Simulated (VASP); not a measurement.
# LiCl (Fm-3m) in VASP: further runs

Runs on LiCl. Level: PBE. Tasks: G0W0 quasiparticle levels.

All numbers are computed with VASP 6.6.1; they aren't measurements. Logs are shortened: lines on timing, memory, paths and dates and some standing lists are left out, and cuts for length are marked.

### 1 The cell of the first run

The structure is cubic, space group Fm-3m (No. 225). Conventional cell: a = 5.140 Å, b = 5.140 Å, c = 5.140 Å, α = 90.00°, β = 90.00°, γ = 90.00°. Within 3.4 Å of Li (site symmetry m-3m) lie 6 Cl at 2.57 Å. Cl (site symmetry m-3m) has 6 Li at 2.57 Å within 3.4 Å.

### 2 G0W0 quasiparticle levels, PBE

The input, POSCAR:

```
LiCl
1.0
    0.0000000000      2.5700000000      2.5700000000
    2.5700000000      0.0000000000      2.5700000000
    2.5700000000      2.5700000000      0.0000000000
Li Cl
1 1
Direct
    0.0000000000      0.0000000000      0.0000000000
    0.5000000000      0.5000000000      0.5000000000
```

The input, INCAR.step1:

```
  PREC = Accurate
  ENCUT = 500
  EDIFF = 1E-8
  ISMEAR = 0
  SIGMA = 0.01
  LREAL = False
  LASPH = True
  NELM = 80
  ALGO = Normal
  LWAVE = True
  LCHARG = False
  GGA = PE
```

The input, INCAR.step2:

```
  PREC = Accurate
  ENCUT = 500
  EDIFF = 1E-8
  ISMEAR = 0
  SIGMA = 0.01
  LREAL = False
  LASPH = True
  NELM = 1
  ALGO = Exact
  LWAVE = True
  LCHARG = False
  GGA = PE
  NBANDS = 170
  LOPTICS = True
  ISTART = 1
```

The input, INCAR.step3:

```
  PREC = Accurate
  ENCUT = 500
  EDIFF = 1E-8
  ISMEAR = 0
  SIGMA = 0.01
  LREAL = False
  LASPH = True
  ALGO = EVGW0
  LWAVE = False
  LCHARG = False
  GGA = PE
  NELMGW = 1
  NBANDS = 170
  ENCUTGW = 113.3
  NOMEGA = 48
  PRECFOCK = Fast
  ISTART = 1
  NBANDSGW = 12
```

The input, KPOINTS:

```
Automatic mesh
0
Gamma
  8 8 8
```

Potentials or basis: VASP PAW PBE potentials, release 64 (Li_GW, Cl_GW).

Run with:

```sh
> cat potpaw_PBE.64/Li_GW/POTCAR potpaw_PBE.64/Cl_GW/POTCAR > POTCAR
> cp INCAR.step1 INCAR
> mpirun -np 1 vasp_std > vasp.out
> cp INCAR.step2 INCAR
> mpirun -np 1 vasp_std > vasp.out
> cp INCAR.step3 INCAR
> mpirun -np 1 vasp_std > vasp.out
```

OUTCAR:

```text
PREC = Accurate
   ENCUT = 500
   EDIFF = 1E-8
   ISMEAR = 0
   LREAL = False
   LASPH = True
   GGA = PE
   NELMGW = 1
   ENCUTGW = 113.3
   PRECFOCK = Fast
   ISTART = 1

 ion  position               nearest neighbor table
   1  0.000  0.000  0.000-   2 2.57   2 2.57   2 2.57   2 2.57   2 2.57   2 2.57
   2  0.500  0.500  0.500-   1 2.57   1 2.57   1 2.57   1 2.57   1 2.57   1 2.57

  LATTYP: Found a face centered cubic cell.
 ALAT       =     5.1400000000

  Lattice vectors:

 A1 = (   0.0000000000,   2.5700000000,   2.5700000000)
 A2 = (   2.5700000000,   0.0000000000,   2.5700000000)
 A3 = (   2.5700000000,   2.5700000000,   0.0000000000)

Analysis of symmetry for initial positions (statically):
=====================================================================
 Subroutine PRICEL returns:
 Original cell was already a primitive cell.

 Routine SETGRP: Setting up the symmetry group for a
 face centered cubic supercell.

 Subroutine GETGRP returns: Found 48 space group operations
 (whereof 48 operations were pure point group operations)
 out of a pool of 48 trial point group operations.

The static configuration has the point symmetry O_h .

Analysis of symmetry for dynamics (positions and initial velocities):
=====================================================================
 Subroutine PRICEL returns:
 Original cell was already a primitive cell.

 Routine SETGRP: Setting up the symmetry group for a
 face centered cubic supercell.

 Subroutine GETGRP returns: Found 48 space group operations
 (whereof 48 operations were pure point group operations)
 out of a pool of 48 trial point group operations.

The dynamic configuration has the point symmetry O_h .

 Subroutine INISYM returns: Found 48 space group operations
 (whereof 48 operations are pure point group operations),
 and found     1 'primitive' translations

----------------------------------------------------------------------------------------

                                     Primitive cell

  volume of cell :      33.9492

  direct lattice vectors                    reciprocal lattice vectors
     0.000000000  2.570000000  2.570000000    -0.194552529  0.194552529  0.194552529
     2.570000000  0.000000000  2.570000000     0.194552529 -0.194552529  0.194552529
     2.570000000  2.570000000  0.000000000     0.194552529  0.194552529 -0.194552529

  length of vectors
     3.634528855  3.634528855  3.634528855     0.336974865  0.336974865  0.336974865

  position of ions in fractional coordinates (direct lattice)
     0.000000000  0.000000000  0.000000000
     0.500000000  0.500000000  0.500000000

  ion indices of the primitive-cell ions
   primitive index   ion index
                 1           1
                 2           2

----------------------------------------------------------------------------------------

 KPOINTS: Automatic mesh

Automatic generation of k-mesh.
 Grid dimensions read from file:
 generate k-points for:    8    8    8

 Generating k-lattice:

  Cartesian coordinates                     Fractional coordinates (reciprocal lattice)
    -0.024319066  0.024319066  0.024319066     0.125000000  0.000000000  0.000000000
     0.024319066 -0.024319066  0.024319066     0.000000000  0.125000000  0.000000000
     0.024319066  0.024319066 -0.024319066     0.000000000  0.000000000  0.125000000

  Length of vectors
     0.042121858  0.042121858  0.042121858

  Shift w.r.t. Gamma in fractional coordinates (k-lattice)
     0.000000000  0.000000000  0.000000000

 Subroutine IBZKPT returns following result:
 ===========================================

 Found     29 irreducible k-points:

 Following reciprocal coordinates:
            Coordinates               Weight
  0.000000  0.000000  0.000000      1.000000
  0.125000  0.000000  0.000000      8.000000
  0.250000  0.000000  0.000000      8.000000
  0.375000  0.000000  0.000000      8.000000
  0.500000  0.000000  0.000000      4.000000
  0.125000  0.125000  0.000000      6.000000
[... 16 lines left out ...]
  0.500000  0.250000  0.125000     48.000000
 -0.375000  0.250000  0.125000     24.000000
 [... further k-points ...]
   k-points           NKPTS =     29   k-points in BZ     NKDIM =    512   number of bands    NBANDS=    170
   number of dos      NEDOS =    301   number of ions     NIONS =      2
   total plane-waves  NPLWV =  21952
   dimension x,y,z NGX =    28 NGY =   28 NGZ =   28
   dimension x,y,z NGXF=    56 NGYF=   56 NGZF=   56
   ions per type =               1   1
   NGX,Y,Z   is equivalent  to a cutoff of  12.81, 12.81, 12.81 a.u.
   NGXF,Y,Z  is equivalent  to a cutoff of  25.61, 25.61, 25.61 a.u.
 SYSTEM =  unknown system
   PREC   = accura    normal or accurate (medium, high low for compatibility)
   ISTART =      1    job   : 0-new  1-cont  2-samecut
   ICHARG =      0    charge: 1-file 2-atom 10-const
   ISPIN  =      1    spin polarized calculation?
   LNONCOLLINEAR =      F non collinear calculations
   LSORBIT =      F    spin-orbit coupling
   LASPH  =      T    aspherical Exc in radial PAW
   ENCUT  =  500.0 eV  36.75 Ry    6.06 a.u.   6.63  6.63  6.63*2*pi/ulx,y,z
   NELM   =     60;   NELMIN=  2; NELMDL=  0     # of ELM steps
   EDIFF  = 0.1E-07   stopping-criterion for ELM
   LREAL  =      F    real-space projection
   EDIFFG = 0.1E-06   stopping-criterion for IOM
   NSW    =      0    number of steps for IOM
   IBRION =     -1    ionic relax: 0-MD 1-quasi-New 2-CG
   NFREE  =      0    steps in history (QN), initial steepest desc. (CG)
   ISIF   =      0    stress and relaxation
   ISYM   =      3    0-nonsym 1-usesym 2-fastsym
   POTIM  = 0.5000    time-step for ionic-motion
   TEBEG  =    0.0;   TEEND  =   0.0 temperature during run
   PSTRESS=    0.0 pullay stress
   NELECT =       8.0000    total number of electrons
   NUPDOWN=      -1.0000    fix difference up-down
   EMIN   =  10.00;   EMAX   =-10.00  energy-range for DOS
   EFERMI =   0.00;   METHOD = LEGACY
   ISMEAR =     0;   SIGMA  =   0.01  broadening in eV -4-tet -1-fermi 0-gaus
   EFERMI_NEDOS =   21; number of points for ismear=-14 and -15
   IALGO  =     38    algorithm
   IMIX   =      4    mixing-type and parameters
     AMIX     =   0.40;   BMIX     =  1.00
     AMIX_MAG =   1.60;   BMIX_MAG =  1.00
  volume/ion in A,a.u.               =      16.97       114.55
  Fermi-wavevector in a.u.,A,eV,Ry     =   1.011180  1.910853 13.911747  1.022485
  Thomas-Fermi vector in A             =   2.144214
   LORBIT       =      0    0 simple, 1 ext, 2 COOP (PROOUT), +10 PAW based schemes
   GGA     = PE    functional components
   LHFCALC =     T    Hartree Fock is set to
   PRECFOCK=fast      Normal, Fast or Accurate (Low or Medium for compatibility)
   ENCUT4O =  -1.0   cutoff for four orbital integrals eV
   NKREDX  =     1    reduce k-point grid by
   NKREDY  =     1    reduce k-point grid by
   NKREDZ  =     1    reduce k-point grid by
   AEXX    =    1.0000 exact exchange contribution
   HFSCREEN=    0.0000 screening length (either q_TF or 0.3 A-1)
   HFSCREENC=   0.0000 screening length for correlation (either q_TF or 0.3 A-1)
   ENCUTFOCK=  -1.0 apply spherical cutoff to Coloumb kernel
   IVDW    =     0    specifies the selected vdW correction
   LEPSILON=     F    determine dielectric tensor
   LRPA    =     F    only Hartree local field effects (RPA)
   LRPAFORCE           =     F    calculate RPA forces
   ENCUTGW             = 113.3    cutoff for response function in eV
   ENCUTGWSOFT         =  90.6    soft cutoff for Coulomb kernel in GW response function in eV
   ENCUTLF             =  -1.0    cutoff for local field effects
   NELMGW              =     1    number of iterations in solving QP/BSE equation
   NELMHF              =     1    number of iterations in the inner HF iteration
   NKREDLFX            =     1    NKREDLFY  =   1   NKREDLFZ  =   1
 non-spin polarized calculation
 Gauss-broadening in eV      SIGMA  =   0.01
  energy-cutoff  :      500.00
  volume of cell :       33.95
 maximum number of plane-waves:       887
 NGX is ok and might be reduce to    28
  NGX = 16; NGY = 16; NGZ = 16
   NGX = 13   NGY = 13   NGZ = 13
 maximum number of plane-waves:       100
 NGX is ok and might be reduce to    14

 QP shifts <psi_nk| G(iteration)W_0 |psi_nk>: iteration 1
 for sc-GW calculations column KS-energies equals QP-energies in previous step
 and V_xc(KS)=  KS-energies - (<T + V_ion + V_H > + <T+V_H+V_ion>^1  + <V_x>^1)

 k-point   1 :       0.0000    0.0000    0.0000
  band No.  KS-energies  QP-energies   sigma(KS)   V_xc(KS)     V^pw_x(r,r')   Z            occupation Imag(sigma)

      1     -14.3706     -15.7804     -16.5652     -14.7457     -24.1341       0.7748       2.0000       1.6102
      2      -0.9828      -2.6571     -16.8341     -14.7327     -18.8939       0.7967       2.0000       0.0842
      3      -0.9828      -2.6571     -16.8341     -14.7327     -18.8939       0.7967       2.0000       0.0842
      4      -0.9828      -2.6571     -16.8341     -14.7327     -18.8939       0.7967       2.0000       0.0842
      5       5.3029       6.1201      -7.5508      -8.5233      -4.1366       0.8402       0.0000      -0.0630
      6      10.8029      12.0095      -8.0611      -9.5179      -4.2475       0.8282       0.0000      -0.0820
      7      10.8029      12.0095      -8.0611      -9.5179      -4.2475       0.8282       0.0000      -0.0820
      8      10.8029      12.0095      -8.0611      -9.5179      -4.2475       0.8282       0.0000      -0.0820
      9      13.3355      14.8582      -9.1495     -11.0431      -4.8679       0.8041       0.0000      -0.1164
     10      13.3355      14.8582      -9.1495     -11.0431      -4.8679       0.8041       0.0000      -0.1164
     11      13.5096      14.6025      -5.8546      -7.2314      -1.4137       0.7939       0.0000      -0.1562
     12      13.5096      14.6025      -5.8546      -7.2314      -1.4137       0.7939       0.0000      -0.1562

 k-point   2 :       0.1250    0.0000    0.0000
  band No.  KS-energies  QP-energies   sigma(KS)   V_xc(KS)     V^pw_x(r,r')   Z            occupation Imag(sigma)
[... 353 lines left out ...]
      1     -13.6905     -14.8447     -16.9360     -15.3828     -24.5116       0.7431       2.0000       1.4190
      2      -3.5076      -5.5291     -15.0087     -12.4213     -17.5118       0.7813       2.0000       0.1051
      3      -2.2745      -4.1213     -15.7152     -13.3768     -17.9499       0.7898       2.0000       0.0898
      4      -1.5575      -3.3196     -16.4082     -14.1847     -18.5515       0.7925       2.0000       0.0858
      5       7.1909       8.1967      -7.5898      -8.7926      -4.1124       0.8362       0.0000      -0.0669
      6       8.2626       9.4339      -7.3696      -8.7728      -3.8189       0.8347       0.0000      -0.0713
      7       9.4801      10.7875      -7.4942      -9.0726      -3.7566       0.8283       0.0000      -0.0795
      8      10.6768      11.8781      -8.8676     -10.3570      -4.8051       0.8065       0.0000      -0.0986
      9      14.3350      15.5723      -8.0915      -9.6510      -3.5992       0.7934       0.0000      -0.1569
     10      14.9645      16.1851      -7.6785      -9.2435      -3.0388       0.7800       0.0000      -0.1911
     11      16.7295      18.3071      -9.3375     -11.3497      -4.3693       0.7840       0.0000      -0.2565
     12      18.8380      19.6126      -7.4401      -8.4023      -2.2974       0.8050       0.0000      -0.5779

 [... further k-points ...]
```

Wall time 41 min (1 thread of AMD EPYC 9R14 (Zen 4), shared host); peak memory 1.9 GiB.

What came out:

* Quasiparticle gap: 8.78 eV
* Least direct quasiparticle gap: 8.78 eV
* Band gap of the starting levels on the mesh: 6.29 eV
* Least direct gap of the starting levels on the mesh: 6.29 eV

Caveat: bands, screening cutoff and mesh are small and nothing is extrapolated, so the quasiparticle values aren't converged.

[end of part 1 of 2]
